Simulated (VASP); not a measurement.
WS2, 6 atoms in the cell. It takes space group P6_3/mmc (No. 194, hexagonal). Conventional cell: a = 2.932 Å, b = 2.932 Å, c = 10.667 Å, α = 90.00°, β = 90.00°, γ = 120.00°. Within 3.0 Å of W (site symmetry -6m2) lie 6 S at 2.28 Å and 6 W at 2.93 Å. Within 3.1 Å of S (site symmetry 3m) lie 3 W at 2.28 Å and 10 S at 2.83 to 3.06 Å. 

```yaml
Program: VASP 6.6.1
Task: relaxation of cell and atoms
Functional: r2SCAN
Potentials_or_basis: VASP PAW PBE potentials, release 64 (W_sv, S)
Cutoff: 600 eV
k_mesh: 12 × 12 × 4
Occupations: gaussian, width 0.01 eV
Spin: no spin polarisation
Target_pressure: 60 GPa
Dipole_correction: no
Further_INCAR_settings: ALGO = Normal; EDIFF = 1e-06; IBRION = 2; EDIFFG = -0.008; NSW = 70; ISIF = 3
```

Potentials or basis: VASP PAW PBE potentials, release 64 (W_sv, S).

The run is started by

```console
$ cat potpaw_PBE.64/W_sv/POTCAR potpaw_PBE.64/S/POTCAR > POTCAR
$ cp INCAR.step1 INCAR
$ mpirun -np 1 vasp_std > vasp.out
$ cp INCAR.step2 INCAR
$ mpirun -np 1 vasp_std > vasp.out
```

Hardware: 1 thread of Oxide Virtual Turin-like Processor, on a shared host.

Q: How long does it take, and how much memory?

A: Run time: 92 min on 1 thread of Oxide Virtual Turin-like Processor, with other jobs on the host, peak memory 0.31 GiB. Counts: k points 57, ion steps 8.
